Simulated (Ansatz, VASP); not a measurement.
# BaMg2GeS4 in VASP and in Ansatz

INCAR

```
SYSTEM = BaMg2GeS4
PREC = Accurate
ENCUT = 520
EDIFF = 1E-7
ISMEAR = -1
SIGMA = 0.1
LREAL = .FALSE.
LASPH = .TRUE.
NELM = 80
ALGO = Normal
ISIF = 2
LWAVE = .FALSE.
LCHARG = .FALSE.
GGA = PE
NBANDS = 36
```

KPOINTS

```
regular mesh
0
G
  7 7 7
  0 0 0
```

Contents of POSCAR:

```
BaMg2GeS4
1.0
   -3.3490890000      3.3490890000      3.9322850000
    3.3490890000     -3.3490890000      3.9322850000
    3.3490890000      3.3490890000     -3.9322850000
Ge Mg S Ba
1 2 4 1
Direct
    0.5000000000      0.5000000000      0.0000000000
    0.7500000000      0.2500000000      0.5000000000
    0.2500000000      0.7500000000      0.5000000000
    0.5323000000      0.5323000000      0.3766000000
    0.4677000000      0.8443000000      0.0000000000
    0.1557000000      0.1557000000      0.6234000000
    0.8443000000      0.4677000000      0.0000000000
    0.0000000000      0.0000000000      0.0000000000
```

Input for Ansatz:

```yaml
crystal:
  lattice:
    - [-3.349089, 3.349089, 3.932285]
    - [3.349089, -3.349089, 3.932285]
    - [3.349089, 3.349089, -3.932285]
  atoms:
    - { symbol: Ge, position: [0.5, 0.5, 0.0] }
    - { symbol: Mg, position: [0.75, 0.25, 0.5] }
    - { symbol: Mg, position: [0.25, 0.75, 0.5] }
    - { symbol: S, position: [0.5323, 0.5323, 0.3766] }
    - { symbol: S, position: [0.4677, 0.8443, 0.0] }
    - { symbol: S, position: [0.1557, 0.1557, 0.6234] }
    - { symbol: S, position: [0.8443, 0.4677, 0.0] }
    - { symbol: Ba, position: [0.0, 0.0, 0.0] }
  symmetry: { tolerance: 0.0003 }
kpoints:
  mp_grid: { grid: [7, 7, 7], shift: [0, 0, 0] }
  band_path:
    path:
      - [0.0, 0.0, 0.0]
      - [0.0, 0.0, 0.5]
      - [0.25, 0.25, 0.25]
      - [0.0, 0.5, 0.0]
      - [0.0, 0.0, 0.0]
      - [0.5, 0.5, -0.5]
      - [0.43134409, 0.56865591, -0.43134409]
      - [-0.43134409, 0.43134409, 0.43134409]
      - [0.0, 0.0, 0.0]
      - [0.0, 0.0, 0.5]
      - [-0.36268819, 0.36268819, 0.5]
    npoints: 6
magnetization:
  spin_polarized: false
scf:
  occupations: { method: fermi_dirac }
  lower_state_search: "off"
  max_iter: 200
hamiltonian:
  pseudopotentials: { kind: paw }
  xc: pbe
basis:
  ecutwfc: 420
  fft_grid_basis: typed
output:
  forces: true
  stress: true
  eigenvalues: true
  bader: true
  populations: true
  elf: true
  write_potential: true
  volumetric_format: npy
  dos:
    e_range: [-12, 8]
    de: 0.05
    projected: { site_lists: { Ba: [Ba], Ge: [Ge], Mg: [Mg], S: [S] } }
checkpoint:
  read: saved_state
```

Alike in both runs: task single point; functional PBE; k mesh 7 × 7 × 7; no spin polarisation.

|  | VASP | Ansatz |
| --- | --- | --- |
| version | VASP 6.6.1 | Ansatz 0.2.0 |
| potentials or method | VASP PAW PBE potentials, release 64 (Ge_d, Mg, S, Ba_sv), cutoff 520 eV | PAW plane waves |
| occupations | fermi-dirac, width 0.1 eV | fermi-dirac |
| valence electrons in the cell | 52 | 68 |

```tsv
	VASP	Ansatz	Ansatz less VASP
pressure (GPa)	7.1	7.1	-0.08
traceless stress, the component that is largest in VASP (GPa)	-0.37	-0.41	-0.047
rms of the force components (eV/Å)	0.792	0.827	+0.0345
```

Atom by atom the forces differ by 0.035 eV/Å (rms over components). VASP's potentials hold 52 valence electrons a cell and Ansatz's 68, so a difference there can come from the potentials and not from the codes.

Spin-orbit coupling is off throughout.
